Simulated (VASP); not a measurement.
Crystal: SiTe3.

```
Si Te
1.0
    -3.21767    3.21767    3.21767
     3.21767   -3.21767    3.21767
     3.21767    3.21767   -3.21767
Si Te
1 3
Direct
  0.00000 0.00000 0.00000
  0.00000 0.50000 0.50000
  0.50000 0.00000 0.50000
  0.50000 0.50000 0.00000
```

```yaml
Program: VASP 6.6.1
Task: relaxation of cell and atoms
Functional: PBE
Potentials_or_basis: VASP PAW PBE potentials, release 64 (Si, Te)
Cutoff: 600 eV
k_mesh: 4 × 4 × 4
Occupations: gaussian, width 0.1 eV
Spin: no spin polarisation
```

At the start: pressure -4.6 GPa; volume 33.31 Å³/atom.

Q: Where does the relaxation end?

A: Over 3 steps the energy falls by 60.8 meV/atom and the volume is 29.47 Å³/atom (-11.5 %); space group Im-3m (No. 229, to 0.05 Å).

The path:
```tsv
step	energy change (eV)	largest force (eV/Å)	pressure (GPa)	volume (Å³)
1	0.0000	0.0000	-4.56	133.25
2	-0.2371	0.0000	0.93	115.79
3	-0.2433	0.0000	0.03	117.90
```

Final structure:
```
Si Te
1.0
    -3.08898    3.08898    3.08898
     3.08898   -3.08898    3.08898
     3.08898    3.08898   -3.08898
Si Te
1 3
Direct
  0.00000 0.00000 0.00000
  0.00000 0.50000 0.50000
  0.50000 0.00000 0.50000
  0.50000 0.50000 0.00000
```
